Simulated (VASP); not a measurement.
Li2ClF, 4 atoms in the cell. Symmetry: R-3m, No. 166, trigonal system. Conventional cell: a = 3.288 Å, b = 3.288 Å, c = 15.791 Å, α = 90.00°, β = 90.00°, γ = 120.00°. Within 2.9 Å of F (site symmetry -3m) lie 6 Li at 2.20 Å. Within 3.3 Å of Cl (site symmetry -3m) lie 6 Li at 2.44 Å and 6 F at 3.24 Å and 6 Cl at 3.29 Å. Li (site symmetry 3m) has 3 F at 2.20 Å and 3 Cl at 2.44 Å and 3 Li at 2.91 Å within 3.0 Å. 

* Program: VASP 6.6.1
* Task: single point
* Functional: r2SCAN
* Potentials or basis: VASP PAW PBE potentials, release 64 (F, Cl, Li_sv)
* Cutoff: 520 eV
* k mesh: 8 × 8 × 8
* Occupations: fermi-dirac, width 0.02 eV
* Spin: no spin polarisation
* Dipole correction: no
* Further INCAR settings: ALGO = Normal; EDIFF = 1e-07; NBANDS = 18

Potentials or basis: VASP PAW PBE potentials, release 64 (F, Cl, Li_sv).

Run with:

```sh
$ cat potpaw_PBE.64/F/POTCAR potpaw_PBE.64/Cl/POTCAR potpaw_PBE.64/Li_sv/POTCAR > POTCAR
$ cp INCAR.step1 INCAR
$ mpirun -np 1 vasp_std > vasp.out
$ cp INCAR.step2 INCAR
$ mpirun -np 1 vasp_std > vasp.out
```

Hardware: 1 thread of AMD EPYC 9755 128-Core Processor, on a shared host.

**Question.** Estimate the wall time of this run.

**Answer.** Wall time 11 min on 1 thread of AMD EPYC 9755 128-Core Processor, on a shared host, peak memory 0.26 GiB. Counts: k points 65.
